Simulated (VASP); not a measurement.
Sr: single point with LDA

The system is Sr.

```xyz
1
Lattice="-2.4250 2.3341 2.4250 2.4250 -2.3341 2.4250 2.4250 2.3341 -2.4250" Properties=species:S:1:pos:R:3 pbc="T T T"
Sr    0.0000    0.0000    0.0000
```

This cell differs from its parent crystal: strain -0.0375 x Voigt [0, 1, 0, 0, 0, 0].

* Program: VASP 6.6.1
* Task: single point
* Functional: LDA
* Potentials or basis: VASP PAW LDA potentials, release 64 (Sr_sv)
* Cutoff: 520 eV
* k mesh: 14 × 14 × 14
* Occupations: gaussian, width 0.15 eV
* Spin: no spin polarisation
* Dipole correction: no
* Further INCAR settings: ALGO = Fast; EDIFF = 1e-06; NBANDS = 11

```
Pressure               : -1.5 GPa
Band gap on the k mesh : zero (band 5 reaches 1.68 eV, above the bottom of band 6 at 1.31 eV)
```

Stress tensor (GPa, compression positive):
```
-1.57  0.00  0.00
 0.00 -1.45  0.00
 0.00  0.00 -1.57
```

Levels at points of the mesh, in eV from the Fermi level:
```tsv
k point	band 2	band 3	band 4	band 5	band 6	band 7	band 8	band 9
(0.00, 0.00, 0.00)	-18.44	-18.44	-18.44	-3.66	2.11	2.34	2.34	3.44
(0.50, 0.00, 0.00)	-18.64	-18.51	-18.44	-1.02	0.33	1.05	3.45	4.16
(0.00, 0.50, 0.00)	-18.64	-18.50	-18.43	-1.10	0.21	1.30	3.23	3.98
(0.50, 0.50, 0.50)	-18.59	-18.59	-18.57	-0.19	-0.12	3.45	3.45	3.98
```

Run time: 40 s on 1 thread of Intel(R) Xeon(R) 6975P-C (Granite Rapids), on a shared host, peak memory 0.26 GiB.

Caveat: the cell differs from its parent crystal (strain -0.0375 x Voigt [0, 1, 0, 0, 0, 0]).
